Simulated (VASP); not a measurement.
The system is Sb.

```xyz
1
Lattice="-1.5334 1.5334 2.8509 1.5334 -1.5334 2.8509 1.5334 1.5334 -2.8509" Properties=species:S:1:pos:R:3 pbc="T T T"
Sb    0.0000    0.0000    0.0000
```

- Program: VASP 6.6.1
- Task: relaxation of cell and atoms
- Functional: PBEsol
- Potentials or basis: VASP PAW PBE potentials, release 64 (Sb)
- Cutoff: 600 eV
- k mesh: 26 × 26 × 26
- Occupations: gaussian, width 0.1 eV
- Spin: no spin polarisation

At the start: pressure 0.4 GPa; volume 26.81 Å³/atom.

Q: How do energy, volume and symmetry change on relaxing?

A: Over 7 steps the energy falls by 13.9 meV/atom and the volume is 26.42 Å³/atom (-1.4 %); space group I4/mmm (No. 139, to 0.1 Å) before and after.

Step by step:
```
step  energy change (eV)  largest force (eV/Å)  pressure (GPa)  volume (Å³)
   1              0.0000                0.0000            0.39        26.81
   2             -0.0052                0.0000           -0.62        27.06
   3             -0.0067                0.0000           -1.34        27.26
   4             -0.0097                0.0000           -1.00        27.03
   5             -0.0137                0.0000            0.27        26.31
   6             -0.0139                0.0000           -0.07        26.48
   7             -0.0139                0.0000            0.04        26.42
```

Final structure:
```
Sb
1.0
    -1.57108    1.57108    2.67628
     1.57108   -1.57108    2.67628
     1.57108    1.57108   -2.67628
Sb
1
Cartesian
  0.0000 0.0000 0.0000
```

Caveat: the PAW data sets were made with another functional, which shifts forces and pressure a little.
